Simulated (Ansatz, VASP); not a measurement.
**Cu in VASP and in Ansatz**

The input INCAR:

```
SYSTEM = Cu
PREC     = Accurate       ! precision mode
ENCUT    = 520            ! plane-wave cutoff, eV
EDIFF    = 1E-7           ! SCF threshold, eV
ISMEAR   = 0              ! smearing method
SIGMA    = 0.1            ! smearing width, eV
LREAL    = .False.        ! projectors in reciprocal space
LASPH    = .True.         ! aspherical terms in the spheres
NELM     = 60             ! most SCF steps
ALGO     = Fast           ! electronic algorithm
ISIF     = 2              ! what is computed and relaxed
LWAVE    = .False.        ! write WAVECAR
LCHARG   = .False.        ! write CHGCAR
LDIPOL   = .True.       
IDIPOL   = 3            
DIPOL    = 0.5 0.5 0.500
GGA      = PE             ! functional
NBANDS   = 54             ! bands
```

KPOINTS

```
regular mesh
0
Gamma
  15 15 1
  0 0 0
```

File POSCAR:

```
Cu
1.0
    2.5670412900      0.0000000000      0.0000000000
   -1.2835206450      2.2231229697      0.0000000000
    0.0000000000      0.0000000000     29.6764756522
Cu
8
Direct
    0.3333333333      0.6666666667      0.2527254276
    0.0000000000      0.0000000000      0.3233753055
    0.6666666667      0.3333333333      0.3940251833
    0.0000000000      0.0000000000      0.4646750611
    0.3333333333      0.6666666667      0.5353249389
    0.0000000000      0.0000000000      0.6059748167
    0.6666666667      0.3333333333      0.6766246945
    0.0000000000      0.0000000000      0.7472745724
```

Input for Ansatz:

```yaml
crystal:
  lattice:
    - [2.56704129, 0.0, 0.0]
    - [-1.283520645, 2.2231229697, 0.0]
    - [0.0, 0.0, 29.6764756522]
  atoms:
    - { symbol: Cu, position: [0.3333333333, 0.6666666667, 0.2527254276] }
    - { symbol: Cu, position: [0.0, 0.0, 0.3233753055] }
    - { symbol: Cu, position: [0.6666666667, 0.3333333333, 0.3940251833] }
    - { symbol: Cu, position: [0.0, 0.0, 0.4646750611] }
    - { symbol: Cu, position: [0.3333333333, 0.6666666667, 0.5353249389] }
    - { symbol: Cu, position: [0.0, 0.0, 0.6059748167] }
    - { symbol: Cu, position: [0.6666666667, 0.3333333333, 0.6766246945] }
    - { symbol: Cu, position: [0.0, 0.0, 0.7472745724] }
basis:
  ecutwfc: 420
kpoints:
  mp_grid: { grid: [15, 15, 1] }
hamiltonian:
  xc: pbe
scf:
  occupations: { method: gaussian, width: 0.1 }
output:
  forces: true
  stress: true
  eigenvalues: true
efield:
  axis: 3
  dipole_correction: true
  ramp_width: 0.04
```

Alike in both runs: task single point; functional PBE; k mesh 15 × 15 × 1; occupations gaussian, width 0.1 eV; no spin polarisation.

|  | VASP | Ansatz |
| --- | --- | --- |
| version | VASP 6.6.1 | Ansatz 0.2.0 |
| potentials or method | VASP PAW PBE potentials, release 64 (Cu), cutoff 520 eV | scalar-relativistic, plane waves, PAW |
| valence electrons in the cell | 88 | 152 |

```csv
,VASP,Ansatz,Ansatz less VASP
gap on the k mesh at the Fermi level (eV),none,none,-
rms of the force components (eV/Å),0.023,0.026,+0.0027
```

Atom by atom the forces differ by 0.006 eV/Å (rms over components). A gap of «none» marks a metal or a gap that the smearing closes. With one functional, cell and mesh, what is left measures potentials, basis and numerics. VASP's potentials hold 88 valence electrons a cell and Ansatz's 152, so a difference there can come from the potentials and not from the codes.
